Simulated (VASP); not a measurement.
Ga2O, 3 atoms in the cell. It takes space group P-6m2 (No. 187, hexagonal). Conventional cell: a = 4.525 Å, b = 4.525 Å, c = 2.769 Å, α = 90.00°, β = 90.00°, γ = 120.00°. Within 3.4 Å of Ga (site symmetry -6m2) lie 3 O at 2.61 Å and 8 Ga at 2.77 to 2.96 Å. Ga (site symmetry -6m2) has 8 Ga at 2.77 to 2.96 Å and 6 O at 2.96 Å within 3.6 Å. Within 3.4 Å of O (site symmetry -6m2) lie 9 Ga at 2.61 to 2.96 Å and 2 O at 2.77 Å. The cell was generated, and may not be a known phase.

* Program: VASP 6.6.1
* Task: relaxation of cell and atoms
* Functional: PBE
* Potentials or basis: VASP PAW PBE potentials, release 64 (Ga_d, O_h)
* Cutoff: 1340 eV
* k mesh: 6 × 6 × 6
* Occupations: gaussian, width 0.1 eV
* Spin: no spin polarisation
* Dipole correction: no
* Further INCAR settings: ALGO = Normal; EDIFF = 1e-07; IBRION = 2; EDIFFG = -0.04; NSW = 90; ISIF = 3

Potentials or basis: VASP PAW PBE potentials, release 64 (Ga_d, O_h).

Command:

```sh
$ cat potpaw_PBE.64/Ga_d/POTCAR potpaw_PBE.64/O_h/POTCAR > POTCAR
$ mpirun -np 1 vasp_std > vasp.out
```

Hardware: 1 thread of AMD EPYC 9R45 96-Core Processor (Zen 5), with other jobs on the host.

Estimate the wall time of this run.

Run time: 14 min on 1 thread of AMD EPYC 9R45 96-Core Processor (Zen 5), on a shared host, peak memory 0.37 GiB. Counts: scf iterations 158, k points 28, ion steps 13.
